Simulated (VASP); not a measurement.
Runs of VASP 6.6.1 on As. The cell holds a slab with vacuum, 4 atoms: a = 4.807 Å, b = 3.634 Å, c = 28.270 Å, α = 90.00°, β = 90.00°, γ = 90.00°. 

```csv
level,k mesh,grid for exact exchange (PRECFOCK),screening parameter,gap on the mesh (eV),largest force (eV/Å)
HSE06,4 × 4 × 1,Normal,0.2079 1/Å,1.51,(a)
PBE,4 × 6 × 1,-,-,(b),0.41
r2SCAN,4 × 4 × 1,-,-,1.13,0.06
r2SCAN,4 × 6 × 1,-,-,1.13,0.05
```

Alike in all rows: task single point; potentials or basis VASP PAW PBE potentials, release 64 (As); no spin polarisation; cell as given; cutoff (eV) 520; smearing gaussian 0.01 eV.

Estimate the missing entries.

(a) 0.10; (b) 0.91.

Caveats: some runs use coarse meshes; the PAW data sets were made with another functional, which shifts forces and pressure a little (some runs).

A k mesh can miss the band edges, and the runs leave out spin-orbit coupling on As.
